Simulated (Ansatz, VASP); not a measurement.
# Two plane-wave programs on Ir

```
Ir
1.0
     0.00000    1.93796    1.93796
     1.93796    0.00000    1.93796
     1.93796    1.93796    0.00000
Ir
1
Cartesian
  0.0000 0.0000 0.0000
```

Alike in both runs: functional PBE; k mesh 8 × 8 × 8; occupations gaussian, width 0.1 eV; no spin polarisation.

Ansatz relaxed the structure, and its values are those at the end. VASP's run is a single point on that final structure, the one shown.

```csv
,VASP,Ansatz
version,VASP 6.6.1,Ansatz 0.2.0
potentials or method,"VASP PAW PBE potentials, release 64 (Ir), cutoff 520 eV","scalar-relativistic, plane waves, PAW"
valence electrons in the cell,9,17
```

```tsv
	VASP	Ansatz	Ansatz less VASP
gap on the k mesh at the Fermi level (eV)	none	none	-
pressure (GPa)	0.4	-0.1	-0.47
```

A gap of «none» marks a metal or a gap that the smearing closes. VASP's potentials hold 9 valence electrons a cell and Ansatz's 17, so a difference there can come from the potentials and not from the codes.

Spin-orbit coupling is off throughout.
